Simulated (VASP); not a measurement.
# H (P-1) in VASP: further runs

The runs below take H through single point, with PBE.

Program: VASP 6.6.1. These are calculated values, not measurements. Logs are shortened: lines on timing, memory, paths and dates and some standing lists are left out, and cuts for length are marked.

## Step 1: The cell of the first run

The typed cell holds 4 atoms: a = 3.668 Å, b = 3.563 Å, c = 4.205 Å, α = 92.26°, β = 89.56°, γ = 89.30°.

## Step 2: Single point, PBE (strained and its atoms moved)

The input, INCAR:

```
SYSTEM = H
PREC = Accurate
ENCUT = 500
EDIFF = 1E-6
ISMEAR = 0
SIGMA = 0.02
LREAL = .FALSE.
LASPH = .TRUE.
NELM = 120
ALGO = Normal
ISIF = 2
LWAVE = .FALSE.
LCHARG = .TRUE.
GGA = PE
LELF = .TRUE.
LVHAR = .TRUE.
NBANDS = 10
GGA_COMPAT = .FALSE.
```

The input, KPOINTS:

```
Automatic mesh
0
G
  6 6 6
  0 0 0
```

The input, POSCAR:

```
H
1.0
    2.6089436067     -2.5784257755      0.0140860224
    2.5348113956      2.5026596332     -0.0718026128
   -0.0455599980     -0.0692926151      4.2040695245
H
4
Direct
    0.9364509520      0.0497186193      0.0804433734
    0.4507658566      0.5530509207      0.4278924927
    0.5492341434      0.4469490793      0.5721075073
    0.0635490480      0.9502813807      0.9195566266
```

Potentials or basis: VASP PAW PBE potentials, release 64 (H).

Run with:

```bash
> cat potpaw_PBE.64/H/POTCAR > POTCAR
> mpirun -np 1 vasp_std > vasp.out
```

OUTCAR:

```text
SYSTEM = H
   PREC = Accurate
   ENCUT = 500
   EDIFF = 1E-6
   ISMEAR = 0
   LREAL = .FALSE.
   LASPH = .TRUE.
   NELM = 120
   ISIF = 2
   GGA = PE

 ion  position               nearest neighbor table
   1  0.936  0.050  0.080-   4 0.88
   2  0.451  0.553  0.428-   3 0.81
   3  0.549  0.447  0.572-   2 0.81
   4  0.064  0.950  0.920-   1 0.88

  LATTYP: Found a triclinic cell.
 ALAT       =     6.7030553609
 B/A-ratio  =     0.6273090610
 C/A-ratio  =     0.5472302393
 COS(alpha) =     0.0077166072
 COS(beta)  =     0.5455942321
 COS(gamma) =     0.6524916439

  Lattice vectors:

 A1 = (  -0.0285722131,   5.1503780238,  -4.2899581597)
 A2 = (   0.0455599980,   0.0692926151,  -4.2040695245)
 A3 = (  -2.6089436067,   2.5784257755,  -0.0140860224)

Analysis of symmetry for initial positions (statically):
=====================================================================
 Subroutine PRICEL returns:
 Original cell was already a primitive cell.

 Routine SETGRP: Setting up the symmetry group for a
 triclinic supercell.

 Subroutine GETGRP returns: Found  2 space group operations
 (whereof  2 operations were pure point group operations)
 out of a pool of  2 trial point group operations.

The static configuration has the point symmetry S_2 .

Analysis of symmetry for dynamics (positions and initial velocities):
=====================================================================
 Subroutine PRICEL returns:
 Original cell was already a primitive cell.

 Routine SETGRP: Setting up the symmetry group for a
 triclinic supercell.

 Subroutine GETGRP returns: Found  2 space group operations
 (whereof  2 operations were pure point group operations)
 out of a pool of  2 trial point group operations.

The dynamic configuration has the point symmetry S_2 .

 Subroutine INISYM returns: Found  2 space group operations
 (whereof  2 operations are pure point group operations),
 and found     1 'primitive' translations

----------------------------------------------------------------------------------------

                                     Primitive cell

  volume of cell :      54.9044

  direct lattice vectors                    reciprocal lattice vectors
     2.608943607 -2.578425775  0.014086022     0.191539859 -0.194032780 -0.001122361
     2.534811396  2.502659633 -0.071802613     0.197414169  0.199780408  0.005432236
    -0.045559998 -0.069292615  4.204069525     0.002729931  0.004062232  0.237961302

  length of vectors
     3.668114589  3.562826079  4.204887364     0.272649036  0.280916491  0.238011629

  position of ions in fractional coordinates (direct lattice)
     0.936450952  0.049718619  0.080443373
     0.450765857  0.553050921  0.427892493
     0.549234143  0.446949079  0.572107507
     0.063549048  0.950281381  0.919556627

  ion indices of the primitive-cell ions
   primitive index   ion index
                 1           1
                 2           2
                 3           3
                 4           4

----------------------------------------------------------------------------------------

 KPOINTS: Automatic mesh

Automatic generation of k-mesh.
 Grid dimensions read from file:
 generate k-points for:    6    6    6

 Generating k-lattice:

  Cartesian coordinates                     Fractional coordinates (reciprocal lattice)
     0.031923310 -0.032338797 -0.000187060     0.166666667 -0.000000000 -0.000000000
     0.032902362  0.033296735  0.000905373     0.000000000  0.166666667  0.000000000
     0.000454988  0.000677039  0.039660217     0.000000000  0.000000000  0.166666667

  Length of vectors
     0.045441506  0.046819415  0.039668605

  Shift w.r.t. Gamma in fractional coordinates (k-lattice)
     0.000000000  0.000000000  0.000000000

 Subroutine IBZKPT returns following result:
 ===========================================

 Found    112 irreducible k-points:

 Following reciprocal coordinates:
            Coordinates               Weight
  0.000000  0.000000  0.000000      1.000000
  0.166667  0.000000 -0.000000      2.000000
  0.333333  0.000000 -0.000000      2.000000
  0.500000 -0.000000  0.000000      1.000000
  0.000000  0.166667  0.000000      2.000000
  0.166667  0.166667 -0.000000      2.000000
[... 16 lines left out ...]
  0.333333  0.000000  0.166667      2.000000
  0.500000 -0.000000  0.166667      2.000000
 [... further k-points ...]
   k-points           NKPTS =    112   k-points in BZ     NKDIM =    112   number of bands    NBANDS=     10
   number of dos      NEDOS =    301   number of ions     NIONS =      4
   total plane-waves  NPLWV =  25088
   dimension x,y,z NGX =    28 NGY =   28 NGZ =   32
   dimension x,y,z NGXF=    56 NGYF=   56 NGZF=   64
   ions per type =               4
   NGX,Y,Z   is equivalent  to a cutoff of  12.69, 13.07, 12.65 a.u.
   NGXF,Y,Z  is equivalent  to a cutoff of  25.38, 26.13, 25.30 a.u.
 SYSTEM =  H
   PREC   = accura    normal or accurate (medium, high low for compatibility)
   ISTART =      0    job   : 0-new  1-cont  2-samecut
   ICHARG =      2    charge: 1-file 2-atom 10-const
   ISPIN  =      1    spin polarized calculation?
   LNONCOLLINEAR =      F non collinear calculations
   LSORBIT =      F    spin-orbit coupling
   LASPH  =      T    aspherical Exc in radial PAW
   ENCUT  =  500.0 eV  36.75 Ry    6.06 a.u.   6.69  6.50  7.67*2*pi/ulx,y,z
   NELM   =    120;   NELMIN=  2; NELMDL= -5     # of ELM steps
   EDIFF  = 0.1E-05   stopping-criterion for ELM
   LREAL  =      F    real-space projection
   EDIFFG = 0.1E-04   stopping-criterion for IOM
   NSW    =      0    number of steps for IOM
   IBRION =     -1    ionic relax: 0-MD 1-quasi-New 2-CG
   NFREE  =      0    steps in history (QN), initial steepest desc. (CG)
   ISIF   =      2    stress and relaxation
   ISYM   =      2    0-nonsym 1-usesym 2-fastsym
   POTIM  = 0.5000    time-step for ionic-motion
   TEBEG  =    0.0;   TEEND  =   0.0 temperature during run
   PSTRESS=    0.0 pullay stress
   NELECT =       4.0000    total number of electrons
   NUPDOWN=      -1.0000    fix difference up-down
   EMIN   =  10.00;   EMAX   =-10.00  energy-range for DOS
   EFERMI =   0.00;   METHOD = LEGACY
   ISMEAR =     0;   SIGMA  =   0.02  broadening in eV -4-tet -1-fermi 0-gaus
   EFERMI_NEDOS =   21; number of points for ismear=-14 and -15
   IALGO  =     38    algorithm
   IMIX   =      4    mixing-type and parameters
     AMIX     =   0.40;   BMIX     =  1.00
     AMIX_MAG =   1.60;   BMIX_MAG =  1.00
  volume/ion in A,a.u.               =      13.73        92.63
  Fermi-wavevector in a.u.,A,eV,Ry     =   0.683742  1.292086  6.360772  0.467504
  Thomas-Fermi vector in A             =   1.763194
   LORBIT       =      0    0 simple, 1 ext, 2 COOP (PROOUT), +10 PAW based schemes
   GGA     = PE    functional components
   LHFCALC =     F    Hartree Fock is set to
   AEXX    =    0.0000 exact exchange contribution
   IVDW    =     0    specifies the selected vdW correction
   LEPSILON=     F    determine dielectric tensor
   LRPA    =     F    only Hartree local field effects (RPA)
 non-spin polarized calculation
 Gauss-broadening in eV      SIGMA  =   0.02
  energy-cutoff  :      500.00
  volume of cell :       54.90
 maximum number of plane-waves:      1410
   NGX = 13   NGY = 13   NGZ = 15

 number of electron       4.0000001 magnetization

 Free energy of the ion-electron system (eV)
  ---------------------------------------------------
  ext. energy  EPLUGINS =         0.00000000
  ---------------------------------------------------
  free energy    TOTEN  =       -13.30011768 eV

  energy without entropy =      -13.30011768  energy(sigma->0) =      -13.30011768

 E-fermi :  -7.8167     XC(G=0):  -5.0866

 val. band max:       -7.9076318399   @ k =   0.0000   0.0000   0.0000
 cond. band min:       0.0864864752   @ k =   0.5000  -0.0000   0.5000
 fundamental gap:      7.9941183151
 Fermi energy:        -7.8166950846

 k-point     1 :       0.0000    0.0000    0.0000
  band No.  band energies     occupation
      1     -10.0165      2.00000
      2      -7.9076      2.00000
      3       1.9909      0.00000
      4       4.0324      0.00000
      5       4.7448      0.00000
      6       6.8320      0.00000
      7       6.9724      0.00000
      8       8.6619      0.00000
      9      10.2492      0.00000
     10      10.8836      0.00000

 k-point     2 :       0.1667    0.0000   -0.0000
  band No.  band energies     occupation
      1      -9.8559      2.00000
      2      -7.9929      2.00000
      3       2.1123      0.00000
      4       3.2970      0.00000
      5       4.3592      0.00000
      6       6.1798      0.00000
      7       7.7569      0.00000
      8       9.2818      0.00000
      9      10.8724      0.00000
     10      11.0072      0.00000

 k-point     3 :       0.3333    0.0000   -0.0000
  band No.  band energies     occupation
      1      -9.4230      2.00000
      2      -8.2820      2.00000
      3       1.9800      0.00000
      4       2.5190      0.00000
      5       4.0761      0.00000
      6       5.9023      0.00000
      7       8.3915      0.00000
      8       8.8936      0.00000
      9      10.3875      0.00000
     10      12.1248      0.00000

 k-point     4 :       0.5000   -0.0000    0.0000
  band No.  band energies     occupation
      1      -8.9780      2.00000
      2      -8.6593      2.00000
      3       1.7381      0.00000
      4       2.2474      0.00000
      5       4.7990      0.00000
      6       4.9711      0.00000
      7       8.9741      0.00000
      8       9.2361      0.00000
      9      10.2925      0.00000
     10      10.2927      0.00000
[... 222 lines left out ...]
 k-point    22 :       0.1667   -0.0000    0.1667
  band No.  band energies     occupation
      1      -9.7448      2.00000
      2      -8.0940      2.00000
      3       1.5263      0.00000
      4       3.0729      0.00000
      5       4.7363      0.00000
      6       6.6627      0.00000
      7       8.3287      0.00000
      8       9.7029      0.00000
      9      10.2997      0.00000
     10      11.3322      0.00000

 k-point    23 :       0.3333    0.0000    0.1667
  band No.  band energies     occupation
      1      -9.3478      2.00000
      2      -8.2996      2.00000
      3       1.1781      0.00000
      4       2.2165      0.00000
      5       4.7461      0.00000
      6       6.4845      0.00000
      7       8.6382      0.00000
      8       9.1876      0.00000
      9      10.6559      0.00000
     10      11.2898      0.00000

 k-point    24 :       0.5000   -0.0000    0.1667
  band No.  band energies     occupation
      1      -8.9431      2.00000
      2      -8.6174      2.00000
      3       1.1981      0.00000
      4       1.6007      0.00000
      5       5.5407      0.00000
      6       5.5995      0.00000
      7       8.9269      0.00000
      8       9.1383      0.00000
      9      10.9145      0.00000
     10      11.0220      0.00000

 [... further k-points ...]
[... 5 lines left out ...]
  --------------------------------------------------------------------------------------
  -------------------------------------------------------------------------------------
  Total       -0.0284461     -1.7197046     -2.3262599      0.1483046     -0.5726024      0.2324817
  in kB       -0.8300929    -50.1830840    -67.8831098      4.3277101    -16.7092378      6.7841014
  external PRESSURE =     -39.6320955 kB  Pullay stress =       0.0000000 kB

 VOLUME and BASIS-vectors are now :
 -----------------------------------------------------------------------------
  energy-cutoff  :      500.00
  volume of cell :       54.90
      direct lattice vectors                 reciprocal lattice vectors
     2.608943607 -2.578425775  0.014086022     0.191539859 -0.194032780 -0.001122361
     2.534811396  2.502659633 -0.071802613     0.197414169  0.199780408  0.005432236
    -0.045559998 -0.069292615  4.204069525     0.002729931  0.004062232  0.237961302

 POSITION                                       TOTAL-FORCE (eV/Angst)
 -----------------------------------------------------------------------------------
      2.56551     -2.29571      0.34781         0.300089     -1.925440     -2.276819
      2.55841      0.19218      1.76553        -0.044009     -1.134116      1.313799
      2.53979     -0.33724      2.38082         0.044009      1.134116     -1.313799
      2.53268      2.15066      3.79854        -0.300089      1.925440      2.276819
 -----------------------------------------------------------------------------------
    total drift:                                0.000000      0.000000     -0.000000

  FREE ENERGIE OF THE ION-ELECTRON SYSTEM (eV)
  ---------------------------------------------------
  free  energy   TOTEN  =       -13.3001176797 eV

  energy  without entropy=      -13.3001176797  energy(sigma->0) =      -13.30011768
```

Run time: 19 s. Hardware: 1 thread of Intel Xeon 6975P-C (Granite Rapids), shared host; peak memory 0.18 GiB.

What came out:

* Free energy: -13.3001 eV
* Pressure: -4.0 GPa
* Largest force: 2.997 eV/Å
* Band gap on the k mesh: 7.99 eV, indirect (least direct gap 8.57 eV)

Forces in eV/Å, atoms in the order of the input:
```
H    0.300 -1.925 -2.277
H   -0.044 -1.134  1.314
H    0.044  1.134 -1.314
H   -0.300  1.925  2.277
```

Caveat: the cell differs from its parent crystal (strained and its atoms moved); forces of over 1 eV/Å act on the atoms, so gaps and moduli don't describe the material at rest. A k mesh can miss the band edges.

## Step 3: Single point, PBE, collinear spin, zero start

The input, INCAR:

```
SYSTEM = H
PREC = Accurate
ENCUT = 500
EDIFF = 1E-6
ISMEAR = 0
SIGMA = 0.02
LREAL = .FALSE.
LASPH = .TRUE.
NELM = 200
ALGO = Normal
ISIF = 2
LWAVE = .FALSE.
LCHARG = .FALSE.
ISPIN = 2
MAGMOM = 0 0 0 0
LORBIT = 11
GGA = PE
NBANDS = 14
GGA_COMPAT = .FALSE.
```

KPOINTS is that of step 2.

POSCAR is that of step 2.

Potentials or basis: VASP PAW PBE potentials, release 64 (H).

Run with:

```bash
> cat potpaw_PBE.64/H/POTCAR > POTCAR
> mpirun -np 1 vasp_std > vasp.out
```

Wall time 46 s (1 thread of Intel Xeon 6975P-C (Granite Rapids), shared host); peak memory 0.23 GiB.

The run converged. Its results:

| Property | Result |
| --- | --- |
| Free energy | -13.3001 eV |
| Pressure | -4.0 GPa |
| Largest force | 2.997 eV/Å |
| Band gap on the k mesh | 7.99 eV, indirect (least direct gap 8.57 eV) |
| Net moment | 0.00 μB per cell |
| Valence electrons inside the program's atomic spheres | H 0.54, 0.59 |

Forces on the atoms (eV/Å):
```
H    0.300 -1.925 -2.277
H   -0.044 -1.134  1.314
H    0.044  1.134 -1.314
H   -0.300  1.925  2.277
```

Stress tensor (GPa, compression positive):
```
-0.08  0.43  0.68
 0.43 -5.02 -1.67
 0.68 -1.67 -6.79
```

Levels at points of the mesh, in eV from the valence-band top:
Spin up:
| k point | band 1 | band 2 | band 3 | band 4 | band 5 | band 6 | band 7 |
| --- | --- | --- | --- | --- | --- | --- | --- |
| (0.00, 0.00, 0.00) | -2.11 | 0.00 | 9.90 | 11.94 | 12.65 | 14.74 | 14.88 |
| (0.50, 0.00, 0.00) | -1.07 | -0.75 | 9.65 | 10.16 | 12.71 | 12.88 | 16.88 |
| (0.00, 0.50, 0.00) | -1.00 | -0.71 | 10.03 | 10.05 | 12.31 | 13.11 | 16.55 |
| (0.50, 0.50, 0.00) | -0.75 | -0.37 | 8.50 | 9.87 | 12.55 | 14.62 | 14.91 |
| (0.00, 0.00, 0.50) | -1.24 | -0.94 | 9.49 | 9.88 | 14.53 | 14.92 | 16.85 |
| (0.50, 0.00, 0.50) | -0.93 | -0.58 | 7.99 | 8.33 | 15.56 | 15.79 | 15.80 |
| (0.00, 0.50, 0.50) | -0.88 | -0.53 | 8.18 | 8.48 | 15.34 | 15.48 | 15.66 |
| (0.50, 0.50, 0.50) | -0.63 | -0.29 | 9.63 | 9.90 | 11.90 | 11.98 | 12.05 |
Spin down:
```csv
k point,band 1,band 2,band 3,band 4,band 5,band 6
"(0.00, 0.00, 0.00)",-2.11,0.00,9.90,11.94,12.65,14.74
"(0.50, 0.00, 0.00)",-1.07,-0.75,9.65,10.16,12.71,12.88
"(0.00, 0.50, 0.00)",-1.00,-0.71,10.03,10.05,12.31,13.11
"(0.50, 0.50, 0.00)",-0.75,-0.37,8.50,9.87,12.55,14.62
"(0.00, 0.00, 0.50)",-1.24,-0.94,9.49,9.88,14.53,14.92
"(0.50, 0.00, 0.50)",-0.93,-0.58,7.99,8.33,15.56,15.79
"(0.00, 0.50, 0.50)",-0.88,-0.53,8.18,8.48,15.34,15.48
"(0.50, 0.50, 0.50)",-0.63,-0.29,9.63,9.90,11.90,11.98
```

Caveat: forces of over 1 eV/Å act on the atoms, so gaps and moduli don't describe the material at rest.
